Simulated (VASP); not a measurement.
The system is Hf.

```
CELL_PARAMETERS angstrom
3.19670 0.00000 0.00000
-1.59835 2.76842 0.00000
0.00000 0.00000 5.05780
ATOMIC_POSITIONS crystal
Hf 0.33333 0.66667 0.25000
Hf 0.66667 0.33333 0.75000
```

Base run:

| Item | Value |
| --- | --- |
| Program | VASP 6.6.1 |
| Functional | LDA |
| Potentials or basis | VASP PAW LDA potentials, release 64 (Hf_pv) |
| Cutoff | 520 eV |
| k mesh | 12 × 12 × 7 |
| Occupations | fermi-dirac, width 0.05 eV |
| Spin | collinear spin, ferromagnetic start |
| Starting moments | [1.2, 1.2] μB |
| Fixed moment | 2.4 μB |

Its results: net moment 2.40 μB per cell.

Task: The run is repeated on the same cell with these changes: fixed moment from 2.4 μB to none; moments at the start from [1.2, 1.2] to [0.6, 0.6]. What comes out?

Result: Net moment 0.00 μB per cell.

Caveats: the total moment is fixed, so each spin has its own Fermi level (some runs).
